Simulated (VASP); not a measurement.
Wanted: the native input for a VASP 6.6.1 run.

```yaml
Task: single point
Functional: r2SCAN
Potentials_or_basis: VASP PAW PBE potentials, release 64 (Mo_sv, S)
Cutoff: 520 eV
k_mesh: 12 × 12 × 2
Occupations: gaussian, width 0.01 eV
Spin: no spin polarisation
Dipole_correction: no
Further_INCAR_settings: ALGO = Normal; EDIFF = 1e-06; NBANDS = 35
```

MoS2:

```
Mo S
1.0
     3.17302    0.00000    0.00000
    -1.58651    2.74792    0.00000
     0.00000    0.00000   12.62369
Mo S
2 4
Direct
  0.66667 0.33333 0.25000
  0.33333 0.66667 0.75000
  0.33333 0.66667 0.37334
  0.66667 0.33333 0.87334
  0.33333 0.66667 0.12666
  0.66667 0.33333 0.62666
```

This cell differs from its parent crystal: uniaxial z strain +1.5%.

One way to write it, as run:

POSCAR

```
MoS2
1.0
    3.1730196207      0.0000000000      0.0000000000
   -1.5865098103      2.7479155982      0.0000000000
    0.0000000000      0.0000000000     12.6236922935
Mo S
2 4
Direct
    0.6666666667      0.3333333333      0.2500000000
    0.3333333333      0.6666666667      0.7500000000
    0.3333333333      0.6666666667      0.3733409620
    0.6666666667      0.3333333333      0.8733409620
    0.3333333333      0.6666666667      0.1266590380
    0.6666666667      0.3333333333      0.6266590380
```

INCAR.step1

```
SYSTEM = MoS2
PREC     = Accurate       ! precision mode
ENCUT    = 520            ! plane-wave cutoff, eV
ISMEAR   = 0              ! smearing method
SIGMA    = 0.01           ! smearing width, eV
LREAL    = .FALSE.        ! projectors in reciprocal space
LASPH    = .TRUE.         ! aspherical terms in the spheres
NELM     = 80             ! most SCF steps
NBANDS   = 35             ! bands
GGA      = PE             ! functional
ALGO     = Normal         ! electronic algorithm
EDIFF    = 1E-4           ! SCF threshold, eV
LWAVE    = .TRUE.         ! write WAVECAR
LCHARG   = .FALSE.        ! write CHGCAR
```

INCAR.step2

```
SYSTEM = MoS2
PREC     = Accurate       ! precision mode
ENCUT    = 520            ! plane-wave cutoff, eV
EDIFF    = 1E-6           ! SCF threshold, eV
ISMEAR   = 0              ! smearing method
SIGMA    = 0.01           ! smearing width, eV
LREAL    = .FALSE.        ! projectors in reciprocal space
LASPH    = .TRUE.         ! aspherical terms in the spheres
NELM     = 80             ! most SCF steps
ALGO     = Normal         ! electronic algorithm
ISIF     = 2              ! what is computed and relaxed
LWAVE    = .FALSE.        ! write WAVECAR
LCHARG   = .FALSE.        ! write CHGCAR
METAGGA  = R2SCAN         ! meta-GGA
LMIXTAU  = .TRUE.       
NBANDS   = 35             ! bands
ISTART   = 1
```

KPOINTS

```
Automatic mesh
0
G
  12 12 2
  0 0 0
```

Potentials or basis: VASP PAW PBE potentials, release 64 (Mo_sv, S).

Command:

```bash
$ cat potpaw_PBE.64/Mo_sv/POTCAR potpaw_PBE.64/S/POTCAR > POTCAR
$ cp INCAR.step1 INCAR
$ mpirun -np 1 vasp_std > vasp.out
$ cp INCAR.step2 INCAR
$ mpirun -np 1 vasp_std > vasp.out
```

It gave:

- Pressure: 0.9 GPa
- Largest force: 0.047 eV/Å
- Band gap on the k mesh: 1.13 eV (least direct gap 1.76 eV)

Caveat: the cell differs from its parent crystal (uniaxial z strain +1.5%); the PAW data sets were made with another functional, which shifts forces and pressure a little.

Wall time 4.3 min on 1 thread of Intel(R) Xeon(R) Platinum 8488C (Sapphire Rapids), on a shared host, peak memory 0.3 GiB.
